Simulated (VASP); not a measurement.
# Ca3C8 (P6/mmm) in VASP: a series of runs, part 2 of 2

VASP 6.6.1. Earlier steps stand in the parts before.

## (3) Single point, PBE

This run uses another cell than the first one, of 6.72 Å³/atom.

INCAR

```
SYSTEM = Ca3C8
PREC = Accurate
ENCUT = 520
EDIFF = 1E-6
ISMEAR = 0
SIGMA = 0.1
LREAL = .FALSE.
LASPH = .TRUE.
NELM = 80
ALGO = Normal
ISIF = 2
LWAVE = .FALSE.
LCHARG = .TRUE.
GGA = PE
LELF = .TRUE.
LVHAR = .TRUE.
NBANDS = 42
```

KPOINTS

```
regular mesh
0
G
  6 6 6
  0 0 0
```

POSCAR

```
Ca3C8
1.0
    4.9120360200      0.0000000000      0.0000000000
   -2.4560180100      4.2539479800      0.0000000000
    0.0000000000      0.0000000000      3.5401407800
Ca C
3 8
Direct
    0.5000000000      0.0000000000      0.5000000000
    0.0000000000      0.5000000000      0.5000000000
    0.5000000000      0.5000000000      0.5000000000
    0.8333333300      0.6666666700      0.0000000000
    0.8333333300      0.1666666700      0.0000000000
    0.3333333300      0.6666666700      0.0000000000
    0.3333333300      0.1666666700      0.0000000000
    0.6666666700      0.8333333300      0.0000000000
    0.6666666700      0.3333333300      0.0000000000
    0.1666666700      0.8333333300      0.0000000000
    0.1666666700      0.3333333300      0.0000000000
```

Potentials or basis: VASP PAW PBE potentials, release 64 (Ca_sv, C).

Command:

```console
$ cat potpaw_PBE.64/Ca_sv/POTCAR potpaw_PBE.64/C/POTCAR > POTCAR
$ mpirun -np 1 vasp_std > vasp.out
```

OUTCAR:

```text
SYSTEM = Ca3C8
   PREC = Accurate
   ENCUT = 520
   EDIFF = 1E-6
   ISMEAR = 0
   LREAL = .FALSE.
   LASPH = .TRUE.
   NELM = 80
   ISIF = 2
   GGA = PE

 ion  position               nearest neighbor table
   1  0.500  0.000  0.500-   5 2.27  10 2.27   5 2.27  10 2.27   9 2.27   6 2.27   9 2.27   6 2.27
                             7 2.27   8 2.27   7 2.27   8 2.27   2 2.46   3 2.46   3 2.46   2 2.46
   2  0.000  0.500  0.500-   6 2.27   9 2.27   6 2.27   9 2.27   5 2.27   5 2.27  10 2.27  10 2.27
                            11 2.27   4 2.27   4 2.27  11 2.27   3 2.46   3 2.46   1 2.46   1 2.46
   3  0.500  0.500  0.500-   4 2.27  11 2.27   4 2.27  11 2.27   8 2.27   7 2.27   8 2.27   7 2.27
                             6 2.27   9 2.27   9 2.27   6 2.27   2 2.46   2 2.46   1 2.46   1 2.46
   4  0.833  0.667  0.000-   8 1.42  10 1.42   9 1.42   3 2.27   3 2.27   2 2.27   2 2.27
   5  0.833  0.167  0.000-   9 1.42  11 1.42   8 1.42   1 2.27   1 2.27   2 2.27   2 2.27
   6  0.333  0.667  0.000-  10 1.42   8 1.42  11 1.42   2 2.27   2 2.27   1 2.27   1 2.27   3 2.27
                             3 2.27
   7  0.333  0.167  0.000-  11 1.42   9 1.42  10 1.42   3 2.27   3 2.27   1 2.27   1 2.27
   8  0.667  0.833  0.000-   4 1.42   6 1.42   5 1.42   3 2.27   3 2.27   1 2.27   1 2.27
   9  0.667  0.333  0.000-   5 1.42   7 1.42   4 1.42   2 2.27   2 2.27   1 2.27   1 2.27   3 2.27
                             3 2.27
  10  0.167  0.833  0.000-   6 1.42   4 1.42   7 1.42   1 2.27   1 2.27   2 2.27   2 2.27
  11  0.167  0.333  0.000-   7 1.42   5 1.42   6 1.42   3 2.27   3 2.27   2 2.27   2 2.27

  LATTYP: Found a hexagonal cell.
 ALAT       =     4.9120360200
 C/A-ratio  =     0.7207074145

  Lattice vectors:

 A1 = (   4.9120360200,   0.0000000000,   0.0000000000)
 A2 = (  -2.4560180100,   4.2539479800,   0.0000000000)
 A3 = (   0.0000000000,   0.0000000000,   3.5401407800)

Analysis of symmetry for initial positions (statically):
=====================================================================
 Subroutine PRICEL returns:
 Original cell was already a primitive cell.

 Routine SETGRP: Setting up the symmetry group for a
 hexagonal supercell.

 Subroutine GETGRP returns: Found 24 space group operations
 (whereof 24 operations were pure point group operations)
 out of a pool of 24 trial point group operations.

The static configuration has the point symmetry D_6h.

Analysis of symmetry for dynamics (positions and initial velocities):
=====================================================================
 Subroutine PRICEL returns:
 Original cell was already a primitive cell.

 Routine SETGRP: Setting up the symmetry group for a
 hexagonal supercell.

 Subroutine GETGRP returns: Found 24 space group operations
 (whereof 24 operations were pure point group operations)
 out of a pool of 24 trial point group operations.

The dynamic configuration has the point symmetry D_6h.

 Subroutine INISYM returns: Found 24 space group operations
 (whereof 24 operations are pure point group operations),
 and found     1 'primitive' translations

----------------------------------------------------------------------------------------

                                     Primitive cell

  volume of cell :      73.9732

  direct lattice vectors                    reciprocal lattice vectors
     4.912036020  0.000000000  0.000000000     0.203581569  0.117537874  0.000000000
    -2.456018010  4.253947980  0.000000000     0.000000000  0.235075747  0.000000000
     0.000000000  0.000000000  3.540140780     0.000000000  0.000000000  0.282474642

  length of vectors
     4.912036020  4.912036022  3.540140780     0.235075747  0.235075747  0.282474642
[... 89 lines left out ...]
 SYSTEM =  Ca3C8
   PREC   = accura    normal or accurate (medium, high low for compatibility)
   ISTART =      0    job   : 0-new  1-cont  2-samecut
   ICHARG =      2    charge: 1-file 2-atom 10-const
   ISPIN  =      1    spin polarized calculation?
   LNONCOLLINEAR =      F non collinear calculations
   LSORBIT =      F    spin-orbit coupling
   LASPH  =      T    aspherical Exc in radial PAW
   ENCUT  =  520.0 eV  38.22 Ry    6.18 a.u.   9.13  9.13  6.58*2*pi/ulx,y,z
   NELM   =     80;   NELMIN=  2; NELMDL= -5     # of ELM steps
   EDIFF  = 0.1E-05   stopping-criterion for ELM
   LREAL  =      F    real-space projection
   EDIFFG = 0.1E-04   stopping-criterion for IOM
   NSW    =      0    number of steps for IOM
   IBRION =     -1    ionic relax: 0-MD 1-quasi-New 2-CG
   NFREE  =      0    steps in history (QN), initial steepest desc. (CG)
   ISIF   =      2    stress and relaxation
   ISYM   =      2    0-nonsym 1-usesym 2-fastsym
   POTIM  = 0.5000    time-step for ionic-motion
   TEBEG  =    0.0;   TEEND  =   0.0 temperature during run
   PSTRESS=    0.0 pullay stress
   NELECT =      62.0000    total number of electrons
   NUPDOWN=      -1.0000    fix difference up-down
   EMIN   =  10.00;   EMAX   =-10.00  energy-range for DOS
   EFERMI =   0.00;   METHOD = LEGACY
   ISMEAR =     0;   SIGMA  =   0.10  broadening in eV -4-tet -1-fermi 0-gaus
   EFERMI_NEDOS =   21; number of points for ismear=-14 and -15
   IALGO  =     38    algorithm
   IMIX   =      4    mixing-type and parameters
     AMIX     =   0.40;   BMIX     =  1.00
     AMIX_MAG =   1.60;   BMIX_MAG =  1.00
  volume/ion in A,a.u.               =       6.72        45.38
  Fermi-wavevector in a.u.,A,eV,Ry     =   1.543526  2.916841 32.415511  2.382473
  Thomas-Fermi vector in A             =   2.649176
   LORBIT       =      0    0 simple, 1 ext, 2 COOP (PROOUT), +10 PAW based schemes
   GGA     = PE    functional components
   LHFCALC =     F    Hartree Fock is set to
   AEXX    =    0.0000 exact exchange contribution
   IVDW    =     0    specifies the selected vdW correction
   LEPSILON=     F    determine dielectric tensor
   LRPA    =     F    only Hartree local field effects (RPA)
 non-spin polarized calculation
 Gauss-broadening in eV      SIGMA  =   0.10
  energy-cutoff  :      520.00
  volume of cell :       73.97
 maximum number of plane-waves:      2019
 NGX is ok and might be reduce to    40
   NGX = 19   NGY = 19   NGZ = 13

 number of electron      61.9999997 magnetization

 Free energy of the ion-electron system (eV)
  ---------------------------------------------------
  ext. energy  EPLUGINS =         0.00000000
  ---------------------------------------------------
  free energy    TOTEN  =       -64.22836418 eV

  energy without entropy =      -64.21865324  energy(sigma->0) =      -64.22350871

 E-fermi :  12.0492     XC(G=0): -13.4884

 val. band max:       12.0326212243   @ k =   0.3333   0.1667   0.0000
 cond. band min:      12.1642953178   @ k =   0.1667   0.1667   0.0000
 fundamental gap:      0.1316740934
 Fermi energy:        12.0491574928

 k-point     1 :       0.0000    0.0000    0.0000
  band No.  band energies     occupation
      1     -29.0485      2.00000
      2     -27.7904      2.00000
      3     -27.7904      2.00000
      4     -13.0743      2.00000
      5     -11.2538      2.00000
      6     -11.2538      2.00000
[... 1069 lines left out ...]
     41      18.3530      0.00000
     42      18.6322      0.00000

 [... further k-points ...]

------------------------ aborting loop because EDIFF is reached ----------------------------------------

  FORCE on cell =-STRESS in cart. coord.  units (eV):
  Direction    XX          YY          ZZ          XY          YZ          ZX
  --------------------------------------------------------------------------------------
  -------------------------------------------------------------------------------------
  Total       56.7547637     56.7547638     67.0484881      0.0000000     -0.0000000      0.0000000
  in kB     1229.2455705   1229.2455719   1452.1962849      0.0000000     -0.0000000      0.0000000
  external PRESSURE =    1303.5624758 kB  Pullay stress =       0.0000000 kB

 VOLUME and BASIS-vectors are now :
 -----------------------------------------------------------------------------
  energy-cutoff  :      520.00
  volume of cell :       73.97
      direct lattice vectors                 reciprocal lattice vectors
     4.912036020  0.000000000  0.000000000     0.203581569  0.117537874  0.000000000
    -2.456018010  4.253947980  0.000000000     0.000000000  0.235075747  0.000000000
     0.000000000  0.000000000  3.540140780     0.000000000  0.000000000  0.282474642

 POSITION                                       TOTAL-FORCE (eV/Angst)
 -----------------------------------------------------------------------------------
      2.45602      0.00000      1.77007         0.000000      0.000000      0.000000
     -1.22801      2.12697      1.77007         0.000000      0.000000      0.000000
      1.22801      2.12697      1.77007         0.000000      0.000000      0.000000
      2.45602      2.83597      0.00000         0.000000      1.145380      0.000000
      3.68403      0.70899      0.00000         0.991928     -0.572690     -0.000000
     -0.00000      2.83597      0.00000         0.000000      0.000000      0.000000
      1.22801      0.70899      0.00000        -0.991928     -0.572690     -0.000000
      1.22801      3.54496      0.00000         0.991928      0.572690      0.000000
      2.45602      1.41798      0.00000         0.000000      0.000000     -0.000000
     -1.22801      3.54496      0.00000        -0.991928      0.572690      0.000000
      0.00000      1.41798      0.00000         0.000000     -1.145380     -0.000000
 -----------------------------------------------------------------------------------
    total drift:                               -0.000000      0.000000      0.000000

  FREE ENERGIE OF THE ION-ELECTRON SYSTEM (eV)
  ---------------------------------------------------
  free  energy   TOTEN  =       -64.2283641799 eV

  energy  without entropy=      -64.2186532371  energy(sigma->0) =      -64.22350871
```

Run time: 59 s. Hardware: 1 thread of Intel Xeon 6975P-C (Granite Rapids), shared host; peak memory 0.23 GiB.

Results:

```
Free energy            : -64.2284 eV
Pressure               : 130.4 GPa
Largest force          : 1.145 eV/Å
Band gap on the k mesh : zero (bands 31 and 32 overlap by 2.38 eV)
```

Forces in eV/Å, atoms in the order of the input:
```
Ca   0.000  0.000  0.000
Ca   0.000  0.000  0.000
Ca   0.000  0.000  0.000
C    0.000  1.145  0.000
C    0.992 -0.573  0.000
C    0.000  0.000  0.000
C   -0.992 -0.573  0.000
C    0.992  0.573  0.000
C    0.000  0.000  0.000
C   -0.992  0.573  0.000
C    0.000 -1.145  0.000
```

Stress tensor (GPa, compression positive):
```
122.92   0.00   0.00
  0.00 122.92   0.00
  0.00   0.00 145.22
```

Caveat: the cell stands under pressure; forces of over 1 eV/Å act on the atoms, so gaps and moduli don't describe the material at rest.

## (4) Relaxation of cell and atoms, PBE

This run uses another cell than the first one, of 6.72 Å³/atom.

INCAR

```
ALGO = Normal
EDIFF = 1E-7
EDIFFG = -0.04
ENCUT = 600
GGA = PE
IBRION = 2
ISIF = 3
ISMEAR = 0
LASPH = True
LCHARG = False
LREAL = False
LWAVE = False
NELM = 100
NSW = 90
PREC = Accurate
SIGMA = 0.1
```

KPOINTS

```
k-points
0
Gamma
  6 6 6
```

POSCAR is that of step 3.

Command:

```console
$ cat potpaw_PBE.64/Ca_sv/POTCAR potpaw_PBE.64/C/POTCAR > POTCAR
$ mpirun -np 1 vasp_std > vasp.out
```

Wall time 8.8 min (1 thread of Intel Xeon 6975P-C (Granite Rapids), shared host); peak memory 0.25 GiB.

Results (log left out):

```
Free energy                           : -73.9868 eV
Relaxed volume                        : 9.61 Å³/atom
Relaxed cell                          : a = 5.296 Å, b = 5.296 Å, c = 4.350 Å, α = 90.00°, β = 90.00°, γ = 120.00°
Space group after relaxing (to 0.1 Å) : P6/mmm (No. 191)
Energy gained by relaxing             : 884.5 meV/atom
Ionic steps                           : 11
Pressure after relaxing               : 0.0 GPa
Largest force after relaxing          : 0.009 eV/Å
Band gap on the k mesh                : zero (bands 31 and 32 overlap by 2.35 eV)
```

Forces in eV/Å, atoms in the order of the input:
```
Ca   0.000  0.000  0.000
Ca   0.000  0.000  0.000
Ca   0.000  0.000  0.000
C    0.000 -0.009  0.000
C   -0.008  0.004  0.000
C    0.000  0.000  0.000
C    0.008  0.004  0.000
C   -0.008 -0.004  0.000
C    0.000  0.000  0.000
C    0.008 -0.004  0.000
C    0.000  0.009  0.000
```

Stress tensor (GPa, compression positive):
```
-0.04  0.00  0.00
 0.00 -0.04  0.00
 0.00  0.00  0.06
```

Step by step:
```tsv
step	energy change (eV)	largest force (eV/Å)	pressure (GPa)	volume (Å³)
1	0.0000	1.1455	129.90	73.97
2	-1.8962	0.4152	-36.27	148.98
3	-9.0027	0.6563	-3.65	104.51
4	-9.0174	0.6571	-1.59	103.44
5	-9.0195	0.6567	-0.29	102.79
6	-9.6122	0.0709	0.83	103.64
7	-9.6810	0.6762	3.37	104.08
8	-9.6968	0.4310	2.44	103.97
9	-9.7228	0.2605	-0.98	106.23
10	-9.7287	0.0557	-0.03	105.54
11	-9.7297	0.0090	0.00	105.67
```

Final structure:
```yaml
crystal:
  lattice:
    - [5.29606, 0.00000, 0.00000]
    - [-2.64803, 4.58652, 0.00000]
    - [0.00000, 0.00000, 4.35042]
  atoms:
    - { symbol: Ca, position: [0.50000, 0.00000, 0.50000] }
    - { symbol: Ca, position: [0.00000, 0.50000, 0.50000] }
    - { symbol: Ca, position: [0.50000, 0.50000, 0.50000] }
    - { symbol: C, position: [0.83364, 0.66729, 0.00000] }
    - { symbol: C, position: [0.83364, 0.16636, 0.00000] }
    - { symbol: C, position: [0.33333, 0.66667, 0.00000] }
    - { symbol: C, position: [0.33271, 0.16636, 0.00000] }
    - { symbol: C, position: [0.66729, 0.83364, 0.00000] }
    - { symbol: C, position: [0.66667, 0.33333, 0.00000] }
    - { symbol: C, position: [0.16636, 0.83364, 0.00000] }
    - { symbol: C, position: [0.16636, 0.33271, 0.00000] }
```

Levels at points of the mesh, in eV from the Fermi level:
```csv
k point,band 28,band 29,band 30,band 31,band 32,band 33,band 34,band 35
"(0.00, 0.00, 0.00)",-4.94,-1.66,-1.14,-1.11,-0.56,-0.56,0.07,0.07
"(0.50, 0.00, 0.00)",-5.02,-1.33,-0.99,-0.31,0.55,1.06,2.61,2.77
"(0.00, 0.00, 0.50)",-4.40,-3.62,-2.33,-2.33,-0.43,1.22,1.66,1.66
"(0.50, 0.00, 0.50)",-5.01,-1.85,-0.77,-0.03,1.45,1.99,2.01,2.34
```

Caveat: the volume moved by over 15 % at a fixed basis, so the end points are rough.

## (5) Single point, PBE, collinear spin

This run uses another cell than the first one, of 6.72 Å³/atom.

INCAR

```
SYSTEM = Ca3C8
ALGO     = Normal         ! electronic algorithm
EDIFF    = 1E-7           ! SCF threshold, eV
ENCUT    = 520            ! plane-wave cutoff, eV
GGA      = PE             ! functional
ISIF     = 2              ! what is computed and relaxed
ISMEAR   = 0              ! smearing method
ISPIN    = 2              ! spin polarisation
LASPH    = .TRUE.         ! aspherical terms in the spheres
LCHARG   = .FALSE.        ! write CHGCAR
LORBIT   = 11             ! projections on sites
LREAL    = .FALSE.        ! projectors in reciprocal space
LWAVE    = .FALSE.        ! write WAVECAR
MAGMOM   = 0 0 0 1 1 1 1 1 1 1 1 ! initial moments
NBANDS   = 46             ! bands
NELM     = 150            ! most SCF steps
PREC     = Accurate       ! precision mode
SIGMA    = 0.1            ! smearing width, eV
```

KPOINTS

```
k-points
0
G
  6 6 6
  0 0 0
```

POSCAR is that of step 4.

Command:

```console
$ cat potpaw_PBE.64/Ca_sv/POTCAR potpaw_PBE.64/C/POTCAR > POTCAR
$ mpirun -np 1 vasp_std > vasp.out
```

It took 2.4 min on 1 thread of Intel Xeon 6975P-C (Granite Rapids), shared host; peak memory 0.32 GiB.

Results (log left out):

```
Free energy                                           : -64.2284 eV
Pressure                                              : 130.3 GPa
Largest force                                         : 1.146 eV/Å
Band gap on the k mesh                                : zero (filled and empty bands overlap)
Net moment                                            : 0.00 μB per cell
Valence electrons inside the program's atomic spheres : Ca 9.10; C 2.79, 2.83 (each value once)
```

Forces in eV/Å, atoms in the order of the input:
```
Ca   0.000  0.000  0.000
Ca   0.000  0.000  0.000
Ca   0.000  0.000  0.000
C    0.000  1.146  0.000
C    0.992 -0.573  0.000
C    0.000  0.000  0.000
C   -0.992 -0.573  0.000
C    0.992  0.573  0.000
C    0.000  0.000  0.000
C   -0.992  0.573  0.000
C    0.000 -1.146  0.000
```

Stress tensor (GPa, compression positive):
```
122.91   0.00   0.00
  0.00 122.91   0.00
  0.00   0.00 145.22
```

Levels at points of the mesh, in eV from the Fermi level:
Spin up:
| k point | band 28 | band 29 | band 30 | band 31 | band 32 | band 33 | band 34 | band 35 |
| --- | --- | --- | --- | --- | --- | --- | --- | --- |
| (0.00, 0.00, 0.00) | -5.81 | -1.95 | -1.18 | -0.67 | -0.67 | -0.40 | 0.16 | 0.16 |
| (0.50, 0.00, 0.00) | -5.97 | -2.35 | -1.49 | -0.63 | 1.50 | 1.65 | 3.28 | 3.34 |
| (0.00, 0.00, 0.50) | -4.41 | -4.32 | -3.09 | -3.09 | 0.52 | 2.97 | 2.97 | 3.44 |
| (0.50, 0.00, 0.50) | -5.12 | -2.97 | -0.86 | -0.52 | 1.43 | 2.99 | 3.28 | 3.47 |
Spin down:
| k point | band 27 | band 28 | band 29 | band 30 | band 31 | band 32 | band 33 | band 34 | band 35 | band 36 |
| --- | --- | --- | --- | --- | --- | --- | --- | --- | --- | --- |
| (0.00, 0.00, 0.00) | -5.81 | -5.81 | -1.95 | -1.18 | -0.67 | -0.67 | -0.40 | 0.16 | 0.16 | 5.37 |
| (0.50, 0.00, 0.00) | -6.99 | -5.97 | -2.35 | -1.49 | -0.63 | 1.50 | 1.65 | 3.28 | 3.34 | 3.66 |
| (0.00, 0.00, 0.50) | -4.41 | -4.41 | -4.32 | -3.09 | -3.09 | 0.52 | 2.97 | 2.97 | 3.44 | 3.44 |
| (0.50, 0.00, 0.50) | -5.35 | -5.12 | -2.97 | -0.86 | -0.52 | 1.43 | 2.99 | 3.28 | 3.47 | 3.54 |

Caveat: the cell stands under pressure; forces of over 1 eV/Å act on the atoms, so gaps and moduli don't describe the material at rest.

## (6) Summary

| task | spin | cell | cutoff (eV) | gap on the mesh (eV) | pressure (GPa) | largest force (eV/Å) |
| --- | --- | --- | --- | --- | --- | --- |
| single point | off | a = 5.291, b = 5.291, c = 4.356 Å, angles 90.0, 90.0, 120.0°, 11 atoms | 520 | none | 0.8 | 0.01 |
| single point | off | a = 4.912, b = 4.912, c = 3.540 Å, angles 90.0, 90.0, 120.0°, 11 atoms | 520 | none | 130.4 | 1.15 |
| relaxation of cell and atoms | off | relaxed from a = 4.912, b = 4.912, c = 3.540 Å, angles 90.0, 90.0, 120.0°, 11 atoms | 600 | none | 0.0 | 0.01 |
| single point | collinear | a = 4.912, b = 4.912, c = 3.540 Å, angles 90.0, 90.0, 120.0°, 11 atoms | 520 | none | 130.3 | 1.15 |

Alike in all rows: level PBE; potentials or basis VASP PAW PBE potentials, release 64 (Ca_sv, C); k mesh 6 × 6 × 6; smearing gaussian 0.1 eV.

Caveats: the cell stands under pressure (at least some runs); forces of over 1 eV/Å act on the atoms, so gaps and moduli don't describe the material at rest (at least some runs); the volume moved by over 15 % at a fixed basis, so the end points are rough (at least some runs).

Total energies depend on the potentials used, so only differences within one code and one set of settings carry meaning.
